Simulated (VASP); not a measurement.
# SnTe in VASP: notebook

SnTe is run at these levels: PBEsol; tasks: single point.

All numbers are computed with VASP 6.6.1; they aren't measurements. Logs are shortened: lines on timing, memory, paths and dates and some standing lists are left out, and cuts for length are marked.

## (1) The cell of the first run

It takes space group Fm-3m (No. 225, cubic). Conventional cell: a = 5.997 Å, b = 5.997 Å, c = 5.997 Å, α = 90.00°, β = 90.00°, γ = 90.00°. Within 3.9 Å of Sn (site symmetry m-3m) lie 6 Te at 3.00 Å. Within 3.9 Å of Te (site symmetry m-3m) lie 6 Sn at 3.00 Å.

## (2) Single point, PBEsol (strain -0.050 along x and y, -0.050 along z)

INCAR

```
SYSTEM = SnTe
PREC     = Accurate       ! precision mode
ENCUT    = 500            ! plane-wave cutoff, eV
EDIFF    = 1E-6           ! SCF threshold, eV
ISMEAR   = 0              ! smearing method
SIGMA    = 0.03           ! smearing width, eV
LREAL    = .False.        ! projectors in reciprocal space
LASPH    = .True.         ! aspherical terms in the spheres
NELM     = 120            ! most SCF steps
ALGO     = Normal         ! electronic algorithm
ISIF     = 2              ! what is computed and relaxed
LWAVE    = .False.        ! write WAVECAR
LCHARG   = .False.        ! write CHGCAR
GGA      = PS             ! functional
NBANDS   = 17             ! bands
GGA_COMPAT= .False.
```

KPOINTS

```
Automatic mesh
0
Gamma
  10 10 10
  0 0 0
```

POSCAR

```
SnTe
1.0
    0.0000000000      2.9986750000      2.9986750000
    2.9986750000      0.0000000000      2.9986750000
    2.9986750000      2.9986750000      0.0000000000
Sn Te
1 1
Direct
    0.0000000000      0.0000000000      0.0000000000
    0.5000000000      0.5000000000      0.5000000000
```

Potentials or basis: VASP PAW PBE potentials, release 64 (Sn_d, Te).

On the command line:

```
$ cat potpaw_PBE.64/Sn_d/POTCAR potpaw_PBE.64/Te/POTCAR > POTCAR
$ mpirun -np 1 vasp_std > vasp.out
```

OUTCAR:

```text
SYSTEM = SnTe
   PREC = Accurate
   ENCUT = 500
   EDIFF = 1E-6
   ISMEAR = 0
   LREAL = .False.
   LASPH = .True.
   NELM = 120
   ISIF = 2
   GGA = PS

 ion  position               nearest neighbor table
   1  0.000  0.000  0.000-   2 3.00   2 3.00   2 3.00   2 3.00   2 3.00   2 3.00
   2  0.500  0.500  0.500-   1 3.00   1 3.00   1 3.00   1 3.00   1 3.00   1 3.00

  LATTYP: Found a face centered cubic cell.
 ALAT       =     5.9973500000

  Lattice vectors:

 A1 = (   0.0000000000,   2.9986750000,   2.9986750000)
 A2 = (   2.9986750000,   0.0000000000,   2.9986750000)
 A3 = (   2.9986750000,   2.9986750000,   0.0000000000)

Analysis of symmetry for initial positions (statically):
=====================================================================
 Subroutine PRICEL returns:
 Original cell was already a primitive cell.

 Routine SETGRP: Setting up the symmetry group for a
 face centered cubic supercell.

 Subroutine GETGRP returns: Found 48 space group operations
 (whereof 48 operations were pure point group operations)
 out of a pool of 48 trial point group operations.

The static configuration has the point symmetry O_h .

Analysis of symmetry for dynamics (positions and initial velocities):
=====================================================================
 Subroutine PRICEL returns:
 Original cell was already a primitive cell.

 Routine SETGRP: Setting up the symmetry group for a
 face centered cubic supercell.

 Subroutine GETGRP returns: Found 48 space group operations
 (whereof 48 operations were pure point group operations)
 out of a pool of 48 trial point group operations.

The dynamic configuration has the point symmetry O_h .

 Subroutine INISYM returns: Found 48 space group operations
 (whereof 48 operations are pure point group operations),
 and found     1 'primitive' translations

----------------------------------------------------------------------------------------

                                     Primitive cell

  volume of cell :      53.9285

  direct lattice vectors                    reciprocal lattice vectors
     0.000000000  2.998675000  2.998675000    -0.166740310  0.166740310  0.166740310
     2.998675000  0.000000000  2.998675000     0.166740310 -0.166740310  0.166740310
     2.998675000  2.998675000  0.000000000     0.166740310  0.166740310 -0.166740310

  length of vectors
     4.240766854  4.240766854  4.240766854     0.288802689  0.288802689  0.288802689

  position of ions in fractional coordinates (direct lattice)
     0.000000000  0.000000000  0.000000000
     0.500000000  0.500000000  0.500000000

  ion indices of the primitive-cell ions
   primitive index   ion index
                 1           1
                 2           2

----------------------------------------------------------------------------------------

 KPOINTS: Automatic mesh

Automatic generation of k-mesh.
 Grid dimensions read from file:
 generate k-points for:   10   10   10

 Generating k-lattice:

  Cartesian coordinates                     Fractional coordinates (reciprocal lattice)
    -0.016674031  0.016674031  0.016674031     0.100000000  0.000000000  0.000000000
     0.016674031 -0.016674031  0.016674031     0.000000000  0.100000000  0.000000000
     0.016674031  0.016674031 -0.016674031     0.000000000  0.000000000  0.100000000

  Length of vectors
     0.028880269  0.028880269  0.028880269

  Shift w.r.t. Gamma in fractional coordinates (k-lattice)
     0.000000000  0.000000000  0.000000000

 Subroutine IBZKPT returns following result:
 ===========================================

 Found     47 irreducible k-points:

 Following reciprocal coordinates:
            Coordinates               Weight
  0.000000  0.000000  0.000000      1.000000
  0.100000  0.000000  0.000000      8.000000
  0.200000  0.000000  0.000000      8.000000
  0.300000  0.000000  0.000000      8.000000
  0.400000  0.000000  0.000000      8.000000
  0.500000  0.000000  0.000000      4.000000
[... 16 lines left out ...]
  0.300000  0.300000  0.000000      6.000000
  0.400000  0.300000  0.000000     24.000000
 [... further k-points ...]
   k-points           NKPTS =     47   k-points in BZ     NKDIM =     47   number of bands    NBANDS=     17
   number of dos      NEDOS =    301   number of ions     NIONS =      2
   total plane-waves  NPLWV =  32768
   dimension x,y,z NGX =    32 NGY =   32 NGZ =   32
   dimension x,y,z NGXF=    64 NGYF=   64 NGZF=   64
   ions per type =               1   1
   NGX,Y,Z   is equivalent  to a cutoff of  12.54, 12.54, 12.54 a.u.
   NGXF,Y,Z  is equivalent  to a cutoff of  25.09, 25.09, 25.09 a.u.
 SYSTEM =  SnTe
   PREC   = accura    normal or accurate (medium, high low for compatibility)
   ISTART =      0    job   : 0-new  1-cont  2-samecut
   ICHARG =      2    charge: 1-file 2-atom 10-const
   ISPIN  =      1    spin polarized calculation?
   LNONCOLLINEAR =      F non collinear calculations
   LSORBIT =      F    spin-orbit coupling
   LASPH  =      T    aspherical Exc in radial PAW
   ENCUT  =  500.0 eV  36.75 Ry    6.06 a.u.   7.73  7.73  7.73*2*pi/ulx,y,z
   NELM   =    120;   NELMIN=  2; NELMDL= -5     # of ELM steps
   EDIFF  = 0.1E-05   stopping-criterion for ELM
   LREAL  =      F    real-space projection
   EDIFFG = 0.1E-04   stopping-criterion for IOM
   NSW    =      0    number of steps for IOM
   IBRION =     -1    ionic relax: 0-MD 1-quasi-New 2-CG
   NFREE  =      0    steps in history (QN), initial steepest desc. (CG)
   ISIF   =      2    stress and relaxation
   ISYM   =      2    0-nonsym 1-usesym 2-fastsym
   POTIM  = 0.5000    time-step for ionic-motion
   TEBEG  =    0.0;   TEEND  =   0.0 temperature during run
   PSTRESS=    0.0 pullay stress
   NELECT =      20.0000    total number of electrons
   NUPDOWN=      -1.0000    fix difference up-down
   EMIN   =  10.00;   EMAX   =-10.00  energy-range for DOS
   EFERMI =   0.00;   METHOD = LEGACY
   ISMEAR =     0;   SIGMA  =   0.03  broadening in eV -4-tet -1-fermi 0-gaus
   EFERMI_NEDOS =   21; number of points for ismear=-14 and -15
   IALGO  =     38    algorithm
   IMIX   =      4    mixing-type and parameters
     AMIX     =   0.40;   BMIX     =  1.00
     AMIX_MAG =   1.60;   BMIX_MAG =  1.00
  volume/ion in A,a.u.               =      26.96       181.96
  Fermi-wavevector in a.u.,A,eV,Ry     =   1.176193  2.222683 18.822723  1.383431
  Thomas-Fermi vector in A             =   2.312561
   LORBIT       =      0    0 simple, 1 ext, 2 COOP (PROOUT), +10 PAW based schemes
   GGA     = PS    functional components
   LHFCALC =     F    Hartree Fock is set to
   AEXX    =    0.0000 exact exchange contribution
   IVDW    =     0    specifies the selected vdW correction
   LEPSILON=     F    determine dielectric tensor
   LRPA    =     F    only Hartree local field effects (RPA)
 non-spin polarized calculation
 Gauss-broadening in eV      SIGMA  =   0.03
  energy-cutoff  :      500.00
  volume of cell :       53.93
 maximum number of plane-waves:      1387
   NGX = 15   NGY = 15   NGZ = 15

 number of electron      20.0000007 magnetization

 Free energy of the ion-electron system (eV)
  ---------------------------------------------------
  ext. energy  EPLUGINS =         0.00000000
  ---------------------------------------------------
  free energy    TOTEN  =        -8.12761822 eV

  energy without entropy =       -8.12761821  energy(sigma->0) =       -8.12761822

 E-fermi :   8.7904     XC(G=0): -10.3268

 val. band max:        8.6893725333   @ k =  -0.3000   0.1000   0.0000
 cond. band min:       8.8865606627   @ k =   0.5000   0.0000   0.0000
 fundamental gap:      0.1971881294
 Fermi energy:         8.7903711246

 k-point     1 :       0.0000    0.0000    0.0000
  band No.  band energies     occupation
      1     -13.1009      2.00000
      2     -13.1009      2.00000
      3     -13.0834      2.00000
      4     -13.0834      2.00000
      5     -13.0834      2.00000
      6      -5.2276      2.00000
[... 9 lines left out ...]
     16      13.2404      0.00000
     17      15.0485      0.00000

 k-point     2 :       0.1000    0.0000    0.0000
  band No.  band energies     occupation
      1     -13.1018      2.00000
      2     -13.1018      2.00000
      3     -13.0832      2.00000
      4     -13.0824      2.00000
      5     -13.0824      2.00000
      6      -5.1228      2.00000
[... 9 lines left out ...]
     16      13.4855      0.00000
     17      15.9479      0.00000

 k-point     3 :       0.2000    0.0000    0.0000
  band No.  band energies     occupation
      1     -13.1045      2.00000
      2     -13.1045      2.00000
      3     -13.0826      2.00000
      4     -13.0793      2.00000
      5     -13.0793      2.00000
      6      -4.8166      2.00000
[... 9 lines left out ...]
     16      14.1388      0.00000
     17      17.8482      0.00000

 k-point     4 :       0.3000    0.0000    0.0000
  band No.  band energies     occupation
      1     -13.1082      2.00000
      2     -13.1082      2.00000
      3     -13.0820      2.00000
      4     -13.0751      2.00000
      5     -13.0751      2.00000
      6      -4.3425      2.00000
[... 9 lines left out ...]
     16      15.1606      0.00000
     17      20.1637      0.00000
[... 343 lines left out ...]
      1     -13.1100      2.00000
      2     -13.1082      2.00000
      3     -13.0808      2.00000
      4     -13.0758      2.00000
      5     -13.0738      2.00000
      6      -4.1834      2.00000
[... 9 lines left out ...]
     16      17.2235      0.00000
     17      17.6106      0.00000

 k-point    23 :       0.3000    0.3000    0.0000
  band No.  band energies     occupation
      1     -13.1259      2.00000
      2     -13.0949      2.00000
      3     -13.0887      2.00000
      4     -13.0698      2.00000
      5     -13.0698      2.00000
      6      -4.0516      2.00000
[... 9 lines left out ...]
     16      17.5486      0.00000
     17      17.5487      0.00000

 k-point    24 :       0.4000    0.3000    0.0000
  band No.  band energies     occupation
      1     -13.1306      2.00000
      2     -13.0953      2.00000
      3     -13.0886      2.00000
      4     -13.0675      2.00000
      5     -13.0668      2.00000
      6      -3.6552      2.00000
[... 9 lines left out ...]
     16      18.3790      0.00000
     17      18.7355      0.00000

 [... further k-points ...]
[... 5 lines left out ...]
  --------------------------------------------------------------------------------------
  -------------------------------------------------------------------------------------
  Total        3.1050414      3.1050414      3.1050414      0.0000000      0.0000000      0.0000000
  in kB       92.2486010     92.2486010     92.2486010      0.0000000      0.0000000      0.0000000
  external PRESSURE =      92.2486010 kB  Pullay stress =       0.0000000 kB

 VOLUME and BASIS-vectors are now :
 -----------------------------------------------------------------------------
  energy-cutoff  :      500.00
  volume of cell :       53.93
      direct lattice vectors                 reciprocal lattice vectors
     0.000000000  2.998675000  2.998675000    -0.166740310  0.166740310  0.166740310
     2.998675000  0.000000000  2.998675000     0.166740310 -0.166740310  0.166740310
     2.998675000  2.998675000  0.000000000     0.166740310  0.166740310 -0.166740310

 POSITION                                       TOTAL-FORCE (eV/Angst)
 -----------------------------------------------------------------------------------
      0.00000      0.00000      0.00000         0.000000      0.000000     -0.000000
      2.99867      2.99867      2.99867        -0.000000     -0.000000      0.000000
 -----------------------------------------------------------------------------------
    total drift:                                0.000000     -0.000000     -0.000000

  FREE ENERGIE OF THE ION-ELECTRON SYSTEM (eV)
  ---------------------------------------------------
  free  energy   TOTEN  =        -8.1276182218 eV

  energy  without entropy=       -8.1276182123  energy(sigma->0) =       -8.12761822
```

Run time: 42 s. Hardware: 1 thread of Intel Xeon 8259CL, shared host; peak memory 0.2 GiB.

What came out:

- Free energy: -8.1276 eV
- Pressure: 9.2 GPa
- Band gap on the k mesh: 0.20 eV (least direct gap 0.24 eV)

Levels at points of the mesh, in eV from the valence-band top:
| k point | band 6 | band 7 | band 8 | band 9 | band 10 | band 11 | band 12 | band 13 | band 14 | band 15 |
| --- | --- | --- | --- | --- | --- | --- | --- | --- | --- | --- |
| (0.00, 0.00, 0.00) | -13.92 | -3.92 | -2.44 | -2.44 | -2.44 | 3.75 | 3.75 | 3.75 | 4.55 | 4.55 |
| (0.50, 0.00, 0.00) | -12.21 | -9.16 | -2.05 | -2.05 | -0.04 | 0.20 | 0.20 | 0.58 | 8.23 | 9.10 |
| (0.50, 0.50, 0.00) | -11.74 | -6.62 | -6.52 | -4.41 | -4.41 | 1.59 | 5.80 | 5.80 | 7.67 | 9.59 |

Caveat: the cell differs from its parent crystal (strain -0.050 along x and y, -0.050 along z); the cell stands under pressure; the PAW data sets were made with another functional, which shifts forces and pressure a little; spin-orbit coupling is left out, which moves the levels of the heavy elements. A k mesh can miss the band edges.

## (3) Single point, PBEsol (strain -0.025 along x and y, -0.025 along z)

INCAR

```
PREC     = Accurate       # precision mode
ENCUT    = 500            # plane-wave cutoff, eV
EDIFF    = 1E-6           # SCF threshold, eV
ISMEAR   = 0              # smearing method
SIGMA    = 0.03           # smearing width, eV
LREAL    = F              # projectors in reciprocal space
LASPH    = T              # aspherical terms in the spheres
NELM     = 120            # most SCF steps
ALGO     = Normal         # electronic algorithm
ISIF     = 2              # what is computed and relaxed
LWAVE    = F              # write WAVECAR
LCHARG   = F              # write CHGCAR
GGA      = PS             # functional
NBANDS   = 17             # bands
GGA_COMPAT= F
```

KPOINTS

```
Automatic mesh
0
Gamma
  10 10 10
```

POSCAR

```
SnTe
1.0
    0.0000000000      3.0775875000      3.0775875000
    3.0775875000      0.0000000000      3.0775875000
    3.0775875000      3.0775875000      0.0000000000
Sn Te
1 1
Direct
    0.0000000000      0.0000000000      0.0000000000
    0.5000000000      0.5000000000      0.5000000000
```

Potentials or basis: VASP PAW PBE potentials, release 64 (Sn_d, Te).

On the command line:

```
$ cat potpaw_PBE.64/Sn_d/POTCAR potpaw_PBE.64/Te/POTCAR > POTCAR
$ mpirun -np 1 vasp_std > vasp.out
```

Run time: 45 s. Hardware: 1 thread of Intel Xeon 8259CL, shared host; peak memory 0.2 GiB.

Results (log left out):

```yaml
Free_energy: -8.2980 eV
Pressure: 3.5 GPa
Band_gap_on_the_k_mesh: 0.33 eV
```

Levels at points of the mesh, in eV from the valence-band top:
```
           k point  band 7  band 8  band 9  band 10  band 11  band 12  band 13  band 14
(0.00, 0.00, 0.00)   -4.32   -2.23   -2.23    -2.23     3.58     3.58     3.58     4.68
(0.50, 0.00, 0.00)   -8.67   -1.87   -1.87     0.00     0.33     0.33     0.36     7.98
(0.50, 0.50, 0.00)   -6.46   -6.03   -4.01    -4.01     1.91     5.37     5.37     7.01
```

Caveat: the cell differs from its parent crystal (strain -0.025 along x and y, -0.025 along z); the cell stands under pressure; the PAW data sets were made with another functional, which shifts forces and pressure a little; spin-orbit coupling is left out, which moves the levels of the heavy elements. A k mesh can miss the band edges.

(Continued in part 2 of 2.)
